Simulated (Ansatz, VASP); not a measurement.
# One calculation of Sb3S2, two programs

```
CELL_PARAMETERS angstrom
3.18968 1.84157 4.65485
-3.18968 1.84157 4.65485
0.00000 -3.68313 4.65485
ATOMIC_POSITIONS crystal
Sb 0.26504 0.77999 0.26504
Sb 0.26504 0.26504 0.77999
Sb 0.77999 0.26504 0.26504
S 0.29490 0.29490 0.29490
S 0.96288 0.96288 0.96288
```

Alike in both runs: functional PBE; k mesh 3 × 3 × 3; occupations gaussian, width 0.1 eV; no spin polarisation.

Ansatz relaxed the structure, and its values are those at the end. VASP's run is a single point on that final structure, the one shown.

```csv
,VASP,Ansatz
version,VASP 6.6.1,Ansatz 0.2.0
potentials or method,"VASP PAW PBE potentials, release 64 (Sb, S), cutoff 520 eV","scalar-relativistic, plane waves, PAW"
valence electrons in the cell,27,57
```

|  | VASP | Ansatz | Ansatz less VASP |
| --- | --- | --- | --- |
| gap on the k mesh at the Fermi level (eV) | none | none | - |
| pressure (GPa) | 0.0 | 0.1 | +0.11 |
| rms of the force components (eV/Å) | 0.010 | 0.010 | -0.0004 |

A gap of «none» marks a metal or a gap that the smearing closes. With one functional, cell and mesh, what is left measures potentials, basis and numerics. VASP's potentials hold 27 valence electrons a cell and Ansatz's 57, so a difference there can come from the potentials and not from the codes.

The k mesh is coarse, so the values compare programs but aren't converged. Neither program's run includes spin-orbit coupling.
